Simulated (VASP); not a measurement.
# Pb (I4/mmm) in VASP: a series of runs

Runs on Pb. Level: PBE. Tasks: single point.

Program: VASP 6.6.1. These are calculated values, not measurements. Logs are shortened: lines on timing, memory, paths and dates and some standing lists are left out, and cuts for length are marked.

### 1 The cell of the first run

It takes space group I4/mmm (No. 139, tetragonal). Conventional cell: a = 3.318 Å, b = 3.318 Å, c = 5.063 Å, α = 90.00°, β = 90.00°, γ = 90.00°. Within 4.4 Å of Pb (site symmetry 4/mmm) lie 12 Pb at 3.32 to 3.45 Å.

### 2 Single point, PBE (strain -0.050 along x and y, +0.025 along z)

File INCAR:

```
PREC = Accurate ; ENCUT = 520
EDIFF = 1E-6 ; ISMEAR = 0
SIGMA = 0.15 ; LREAL = False
LASPH = True ; NELM = 80
ALGO = Fast ; ISIF = 2
LWAVE = False ; LCHARG = False
GGA = PE ; NBANDS = 13
```

File KPOINTS:

```
regular mesh
0
Gamma
  16 16 16
```

File POSCAR:

```
Pb
1.0
    0.0000000000      2.3463100000      2.5315450000
    2.3463100000      0.0000000000      2.5315450000
    2.3463100000      2.3463100000      0.0000000000
Pb
1
Direct
    0.0000000000      0.0000000000      0.0000000000
```

Potentials or basis: VASP PAW PBE potentials, release 64 (Pb_d).

On the command line:

```
> cat potpaw_PBE.64/Pb_d/POTCAR > POTCAR
> mpirun -np 1 vasp_std > vasp.out
```

OUTCAR:

```text
PREC = Accurate
   ENCUT = 520
   EDIFF = 1E-6
   ISMEAR = 0
   LREAL = False
   LASPH = True
   NELM = 80
   ISIF = 2
   GGA = PE

 ion  position               nearest neighbor table
   1  0.000  0.000  0.000-

  LATTYP: Found a body centered tetragonal cell.
 ALAT       =     3.3181834235
 C/A-ratio  =     1.5258620015

  Lattice vectors:

 A1 = (  -2.3463100000,   0.0000000000,   2.5315450000)
 A2 = (   2.3463100000,   0.0000000000,   2.5315450000)
 A3 = (   0.0000000000,   2.3463100000,  -2.5315450000)

Analysis of symmetry for initial positions (statically):
=====================================================================
 Subroutine PRICEL returns:
 Original cell was already a primitive cell.

 Routine SETGRP: Setting up the symmetry group for a
 body centered tetragonal supercell.

 Subroutine GETGRP returns: Found 16 space group operations
 (whereof 16 operations were pure point group operations)
 out of a pool of 16 trial point group operations.

The static configuration has the point symmetry D_4h.

Analysis of symmetry for dynamics (positions and initial velocities):
=====================================================================
 Subroutine PRICEL returns:
 Original cell was already a primitive cell.

 Routine SETGRP: Setting up the symmetry group for a
 body centered tetragonal supercell.

 Subroutine GETGRP returns: Found 16 space group operations
 (whereof 16 operations were pure point group operations)
 out of a pool of 16 trial point group operations.

The dynamic configuration has the point symmetry D_4h.

 Subroutine INISYM returns: Found 16 space group operations
 (whereof 16 operations are pure point group operations),
 and found     1 'primitive' translations

----------------------------------------------------------------------------------------

                                     Primitive cell

  volume of cell :      27.8732

  direct lattice vectors                    reciprocal lattice vectors
     0.000000000  2.346310000  2.531545000    -0.213100571  0.213100571  0.197507846
     2.346310000  0.000000000  2.531545000     0.213100571 -0.213100571  0.197507846
     2.346310000  2.346310000  0.000000000     0.213100571  0.213100571 -0.197507846

  length of vectors
     3.451650432  3.451650432  3.318183424     0.360323543  0.360323543  0.360323543

  position of ions in fractional coordinates (direct lattice)
     0.000000000  0.000000000  0.000000000

  ion indices of the primitive-cell ions
   primitive index   ion index
                 1           1

----------------------------------------------------------------------------------------

 KPOINTS: regular mesh

Automatic generation of k-mesh.
 Grid dimensions read from file:
 generate k-points for:   16   16   16

 Generating k-lattice:

  Cartesian coordinates                     Fractional coordinates (reciprocal lattice)
    -0.013318786  0.013318786  0.012344240     0.062500000 -0.000000000  0.000000000
     0.013318786 -0.013318786  0.012344240    -0.000000000  0.062500000  0.000000000
     0.013318786  0.013318786 -0.012344240     0.000000000  0.000000000  0.062500000

  Length of vectors
     0.022520221  0.022520221  0.022520221

  Shift w.r.t. Gamma in fractional coordinates (k-lattice)
     0.000000000  0.000000000  0.000000000

 Subroutine IBZKPT returns following result:
 ===========================================

 Found    349 irreducible k-points:

 Following reciprocal coordinates:
            Coordinates               Weight
  0.000000  0.000000  0.000000      1.000000
  0.062500 -0.000000  0.000000      8.000000
  0.125000 -0.000000  0.000000      8.000000
  0.187500 -0.000000  0.000000      8.000000
  0.250000 -0.000000  0.000000      8.000000
  0.312500 -0.000000  0.000000      8.000000
[... 16 lines left out ...]
 -0.125000  0.062500  0.000000      8.000000
 -0.062500  0.062500  0.000000      4.000000
 [... further k-points ...]
   k-points           NKPTS =    349   k-points in BZ     NKDIM =    349   number of bands    NBANDS=     13
   number of dos      NEDOS =    301   number of ions     NIONS =      1
   total plane-waves  NPLWV =  21952
   dimension x,y,z NGX =    28 NGY =   28 NGZ =   28
   dimension x,y,z NGXF=    56 NGYF=   56 NGZF=   56
   ions per type =               1
   NGX,Y,Z   is equivalent  to a cutoff of  13.49, 13.49, 14.03 a.u.
   NGXF,Y,Z  is equivalent  to a cutoff of  26.97, 26.97, 28.06 a.u.
 SYSTEM =  unknown system
   PREC   = accura    normal or accurate (medium, high low for compatibility)
   ISTART =      0    job   : 0-new  1-cont  2-samecut
   ICHARG =      2    charge: 1-file 2-atom 10-const
   ISPIN  =      1    spin polarized calculation?
   LNONCOLLINEAR =      F non collinear calculations
   LSORBIT =      F    spin-orbit coupling
   LASPH  =      T    aspherical Exc in radial PAW
   ENCUT  =  520.0 eV  38.22 Ry    6.18 a.u.   6.42  6.42  6.17*2*pi/ulx,y,z
   NELM   =     80;   NELMIN=  2; NELMDL= -5     # of ELM steps
   EDIFF  = 0.1E-05   stopping-criterion for ELM
   LREAL  =      F    real-space projection
   EDIFFG = 0.1E-04   stopping-criterion for IOM
   NSW    =      0    number of steps for IOM
   IBRION =     -1    ionic relax: 0-MD 1-quasi-New 2-CG
   NFREE  =      0    steps in history (QN), initial steepest desc. (CG)
   ISIF   =      2    stress and relaxation
   ISYM   =      2    0-nonsym 1-usesym 2-fastsym
   POTIM  = 0.5000    time-step for ionic-motion
   TEBEG  =    0.0;   TEEND  =   0.0 temperature during run
   PSTRESS=    0.0 pullay stress
   NELECT =      14.0000    total number of electrons
   NUPDOWN=      -1.0000    fix difference up-down
   EMIN   =  10.00;   EMAX   =-10.00  energy-range for DOS
   EFERMI =   0.00;   METHOD = LEGACY
   ISMEAR =     0;   SIGMA  =   0.15  broadening in eV -4-tet -1-fermi 0-gaus
   EFERMI_NEDOS =   21; number of points for ismear=-14 and -15
   IALGO  =     68    algorithm
   IMIX   =      4    mixing-type and parameters
     AMIX     =   0.40;   BMIX     =  1.00
     AMIX_MAG =   1.60;   BMIX_MAG =  1.00
  volume/ion in A,a.u.               =      27.87       188.10
  Fermi-wavevector in a.u.,A,eV,Ry     =   1.301334  2.459164 23.041052  1.693470
  Thomas-Fermi vector in A             =   2.432474
[... 45 lines left out ...]
     11      20.7252      0.00000
     12      21.3831      0.00000
     13      21.4116      0.00000

 k-point     2 :       0.0625   -0.0000    0.0000
  band No.  band energies     occupation
      1      -8.9615      2.00000
      2      -8.8413      2.00000
      3      -8.8347      2.00000
      4      -8.7606      2.00000
      5      -8.6537      2.00000
      6      -4.0115      2.00000
      7      15.3390      0.00000
      8      16.2676      0.00000
      9      16.2689      0.00000
     10      17.9897      0.00000
     11      21.0228      0.00000
     12      21.1536      0.00000
     13      21.6409      0.00000

 k-point     3 :       0.1250   -0.0000    0.0000
  band No.  band energies     occupation
      1      -8.9443      2.00000
      2      -8.8437      2.00000
      3      -8.8176      2.00000
      4      -8.7512      2.00000
      5      -8.6593      2.00000
      6      -3.7641      2.00000
      7      13.3487      0.00000
      8      15.8566      0.00000
      9      16.0962      0.00000
     10      17.8388      0.00000
     11      20.4634      0.00000
     12      21.6198      0.00000
     13      22.0815      0.00000

 k-point     4 :       0.1875   -0.0000    0.0000
  band No.  band energies     occupation
      1      -8.9283      2.00000
      2      -8.8531      2.00000
      3      -8.7991      2.00000
      4      -8.7232      2.00000
      5      -8.6603      2.00000
      6      -3.3501      2.00000
      7      11.2287      0.00000
      8      15.3172      0.00000
      9      15.8647      0.00000
     10      17.7216      0.00000
     11      19.8144      0.00000
     12      22.0187      0.00000
     13      22.7978      0.00000

 k-point     5 :       0.2500   -0.0000    0.0000
  band No.  band energies     occupation
      1      -8.9214      2.00000
      2      -8.8698      2.00000
      3      -8.7921      2.00000
      4      -8.6744      2.00000
      5      -8.6462      2.00000
      6      -2.7715      2.00000
      7       9.1802      0.00000
      8      14.7562      0.00000
      9      15.6178      0.00000
     10      17.6428      0.00000
     11      19.2364      0.00000
     12      21.4656      0.00000
     13      22.0398      0.00000

 k-point     6 :       0.3125   -0.0000    0.0000
  band No.  band energies     occupation
      1      -8.9231      2.00000
      2      -8.8892      2.00000
      3      -8.7992      2.00000
      4      -8.6174      2.00000
      5      -8.6160      2.00000
      6      -2.0403      2.00000
      7       7.2763      2.00000
      8      14.2495      0.00000
      9      15.3899      0.00000
     10      17.6079      0.00000
     11      18.7554      0.00000
     12      20.8683      0.00000
     13      21.4422      0.00000

 k-point     7 :       0.3750   -0.0000    0.0000
  band No.  band energies     occupation
      1      -8.9294      2.00000
      2      -8.9062      2.00000
      3      -8.8115      2.00000
      4      -8.5863      2.00000
      5      -8.5623      2.00000
      6      -1.1945      2.00000
      7       5.5809      2.00000
      8      13.8509      0.00000
      9      15.2067      0.00000
     10      17.6219      0.00000
     11      18.3710      0.00000
     12      20.4318      0.00000
     13      21.0059      0.00000
[... 193 lines left out ...]
 k-point    20 :      -0.3125    0.0625    0.0000
  band No.  band energies     occupation
      1      -8.9151      2.00000
      2      -8.8978      2.00000
      3      -8.7986      2.00000
      4      -8.6275      2.00000
      5      -8.5789      2.00000
      6      -1.6442      2.00000
      7       6.6204      2.00000
      8      12.9090      0.00000
      9      15.7608      0.00000
     10      18.0975      0.00000
     11      19.4568      0.00000
     12      20.5772      0.00000
     13      20.9361      0.00000

 k-point    21 :      -0.2500    0.0625    0.0000
  band No.  band energies     occupation
      1      -8.9062      2.00000
      2      -8.8840      2.00000
      3      -8.7880      2.00000
      4      -8.6629      2.00000
      5      -8.6315      2.00000
      6      -2.4264      2.00000
      7       8.4338      0.29517
      8      13.2735      0.00000
      9      16.1422      0.00000
     10      18.2398      0.00000
     11      20.0028      0.00000
     12      20.9098      0.00000
     13      21.2798      0.00000

 k-point    22 :      -0.1875    0.0625    0.0000
  band No.  band energies     occupation
      1      -8.9034      2.00000
      2      -8.8713      2.00000
      3      -8.7900      2.00000
      4      -8.6850      2.00000
      5      -8.6821      2.00000
      6      -3.0682      2.00000
      7      10.4041      0.00000
      8      13.7742      0.00000
      9      16.4400      0.00000
     10      18.2818      0.00000
     11      20.6916      0.00000
     12      21.3078      0.00000
     13      21.8154      0.00000

 k-point    23 :      -0.1250    0.0625    0.0000
  band No.  band energies     occupation
      1      -8.9136      2.00000
      2      -8.8612      2.00000
      3      -8.8080      2.00000
      4      -8.7259      2.00000
      5      -8.6785      2.00000
      6      -3.5490      2.00000
      7      12.4425      0.00000
      8      14.4073      0.00000
      9      16.5799      0.00000
     10      18.2099      0.00000
     11      21.1339      0.00000
     12      21.5911      0.00000
     13      21.8070      0.00000

 k-point    24 :      -0.0625    0.0625    0.0000
  band No.  band energies     occupation
      1      -8.9369      2.00000
      2      -8.8519      2.00000
      3      -8.8267      2.00000
      4      -8.7486      2.00000
      5      -8.6655      2.00000
      6      -3.8633      2.00000
      7      14.2790      0.00000
      8      15.2665      0.00000
      9      16.5160      0.00000
     10      18.0428      0.00000
     11      21.0813      0.00000
     12      21.5607      0.00000
     13      21.6478      0.00000

 [... further k-points ...]
[... 5 lines left out ...]
  --------------------------------------------------------------------------------------
  -------------------------------------------------------------------------------------
  Total        1.4357095      1.4357095      1.1117021      0.0000000      0.0000000     -0.0000000
  in kB       82.5259856     82.5259856     63.9017244      0.0000000      0.0000000     -0.0000000
  external PRESSURE =      76.3178986 kB  Pullay stress =       0.0000000 kB

 VOLUME and BASIS-vectors are now :
 -----------------------------------------------------------------------------
  energy-cutoff  :      520.00
  volume of cell :       27.87
      direct lattice vectors                 reciprocal lattice vectors
     0.000000000  2.346310000  2.531545000    -0.213100571  0.213100571  0.197507846
     2.346310000  0.000000000  2.531545000     0.213100571 -0.213100571  0.197507846
     2.346310000  2.346310000  0.000000000     0.213100571  0.213100571 -0.197507846

 POSITION                                       TOTAL-FORCE (eV/Angst)
 -----------------------------------------------------------------------------------
      0.00000      0.00000      0.00000         0.000000      0.000000      0.000000
 -----------------------------------------------------------------------------------
    total drift:                               -0.000000     -0.000000     -0.000000

  FREE ENERGIE OF THE ION-ELECTRON SYSTEM (eV)
  ---------------------------------------------------
  free  energy   TOTEN  =        -3.4753900021 eV

  energy  without entropy=       -3.4704619103  energy(sigma->0) =       -3.47292596
```

Run time: 66 s. Hardware: 1 thread of AMD EPYC 9R45 (Zen 5), shared host; peak memory 0.21 GiB.

Results:

```
Free energy            : -3.4754 eV
Pressure               : 7.6 GPa
Band gap on the k mesh : zero (bands 7 and 8 overlap by 10.16 eV)
```

Caveat: the cell differs from its parent crystal (strain -0.050 along x and y, +0.025 along z); the cell stands under pressure; spin-orbit coupling is left out, which moves the levels of the heavy elements.

### 3 Single point, PBE (strain -0.050 along x and y, +0.050 along z)

File INCAR:

```
PREC     = Accurate       # precision mode
ENCUT    = 520            # plane-wave cutoff, eV
EDIFF    = 1E-7           # SCF threshold, eV
ISMEAR   = 0              # smearing method
SIGMA    = 0.15           # smearing width, eV
LREAL    = False          # projectors in reciprocal space
LASPH    = True           # aspherical terms in the spheres
NELM     = 80             # most SCF steps
ALGO     = Normal         # electronic algorithm
ISIF     = 2              # what is computed and relaxed
LWAVE    = False          # write WAVECAR
LCHARG   = True           # write CHGCAR
GGA      = PE             # functional
LELF     = True           # ELF
LVHAR    = True         
NBANDS   = 13             # bands
```

File KPOINTS:

```
Automatic mesh
0
Gamma
  16 16 16
```

File POSCAR:

```
Pb
1.0
    0.0000000000      2.3463100000      2.5932900000
    2.3463100000      0.0000000000      2.5932900000
    2.3463100000      2.3463100000      0.0000000000
Pb
1
Direct
    0.0000000000      0.0000000000      0.0000000000
```

Potentials or basis: VASP PAW PBE potentials, release 64 (Pb_d).

On the command line:

```
> cat potpaw_PBE.64/Pb_d/POTCAR > POTCAR
> mpirun -np 1 vasp_std > vasp.out
```

Wall time 48 s (1 thread of AMD EPYC 9R45 (Zen 5), shared host); peak memory 0.22 GiB.

Results (log left out):

```yaml
Free_energy: -3.4986 eV
Pressure: 6.0 GPa
Band_gap_on_the_k_mesh: zero (bands 7 and 8 overlap by 9.94 eV)
```

Stress tensor (GPa, compression positive):
```
6.78 0.00 0.00
0.00 6.78 0.00
0.00 0.00 4.45
```

Levels at points of the mesh, in eV from the Fermi level:
| k point | band 5 | band 6 | band 7 | band 8 | band 9 | band 10 |
| --- | --- | --- | --- | --- | --- | --- |
| (0.00, 0.00, 0.00) | -16.96 | -12.25 | 7.81 | 7.81 | 7.91 | 9.83 |
| (0.50, 0.00, 0.00) | -16.84 | -8.23 | -4.57 | 4.79 | 6.80 | 9.10 |
| (0.50, 0.50, 0.00) | -16.84 | -7.54 | -4.09 | 2.94 | 2.94 | 6.40 |
| (0.50, 0.00, 0.50) | -16.75 | -6.26 | -3.28 | 1.35 | 2.03 | 5.17 |

Caveat: the cell differs from its parent crystal (strain -0.050 along x and y, +0.050 along z); the cell stands under pressure; spin-orbit coupling is left out, which moves the levels of the heavy elements.

### 4 Single point, PBE (strain +0.000 along x and y, -0.050 along z)

File INCAR:

```
ALGO     = Normal         # electronic algorithm
EDIFF    = 1E-6           # SCF threshold, eV
ENCUT    = 520            # plane-wave cutoff, eV
GGA      = PE             # functional
ISIF     = 2              # what is computed and relaxed
ISMEAR   = 0              # smearing method
LASPH    = True           # aspherical terms in the spheres
LCHARG   = False          # write CHGCAR
LREAL    = False          # projectors in reciprocal space
LWAVE    = False          # write WAVECAR
NBANDS   = 13             # bands
NELM     = 60             # most SCF steps
PREC     = Accurate       # precision mode
SIGMA    = 0.15           # smearing width, eV
```

File KPOINTS:

```
k-points
0
Gamma
  16 16 16
```

File POSCAR:

```
Pb
1.0
    0.0000000000      2.4698000000      2.3463100000
    2.4698000000      0.0000000000      2.3463100000
    2.4698000000      2.4698000000      0.0000000000
Pb
1
Direct
    0.0000000000      0.0000000000      0.0000000000
```

On the command line:

```
> cat potpaw_PBE.64/Pb_d/POTCAR > POTCAR
> mpirun -np 1 vasp_std > vasp.out
```

It took 45 s on 1 thread of AMD EPYC 9R45 (Zen 5), shared host; peak memory 0.22 GiB.

It converged, with:

```
Free energy            : -3.5110 eV
Pressure               : 5.6 GPa
Band gap on the k mesh : zero (bands 7 and 8 overlap by 9.71 eV)
```

Stress tensor (GPa, compression positive):
```
5.30 0.00 0.00
0.00 5.30 0.00
0.00 0.00 6.32
```

Levels at points of the mesh, in eV from the Fermi level:
```tsv
k point	band 4	band 5	band 6	band 7	band 8	band 9	band 10	band 11
(0.00, 0.00, 0.00)	-17.03	-16.97	-12.20	7.77	7.89	7.89	9.78	12.06
(0.50, 0.00, 0.00)	-16.86	-16.83	-8.22	-4.54	5.43	6.21	9.37	9.77
(0.50, 0.50, 0.00)	-16.79	-16.79	-6.26	-3.23	1.64	1.64	5.13	6.42
(0.50, 0.00, 0.50)	-16.83	-16.78	-6.88	-3.69	2.15	2.47	5.74	7.01
```

Caveat: the cell differs from its parent crystal (strain +0.000 along x and y, -0.050 along z); the cell stands under pressure; spin-orbit coupling is left out, which moves the levels of the heavy elements.

### 5 Overview

| cell | gap on the mesh (eV) | pressure (GPa) |
| --- | --- | --- |
| a = 3.452, b = 3.452, c = 3.318 Å, angles 61.3, 61.3, 57.5°, 1 atom | none | 7.6 |
| a = 3.497, b = 3.497, c = 3.318 Å, angles 61.7, 61.7, 56.6°, 1 atom | none | 6.0 |
| a = 3.407, b = 3.407, c = 3.493 Å, angles 59.2, 59.2, 61.7°, 1 atom | none | 5.6 |

Alike in all rows: task single point; level PBE; potentials or basis VASP PAW PBE potentials, release 64 (Pb_d); no spin polarisation; k mesh 16 × 16 × 16; cutoff (eV) 520; smearing gaussian 0.15 eV.

Caveats: the cell stands under pressure; spin-orbit coupling is left out, which moves the levels of the heavy elements.

Total energies depend on the potentials used, so only differences within one code and one set of settings carry meaning.
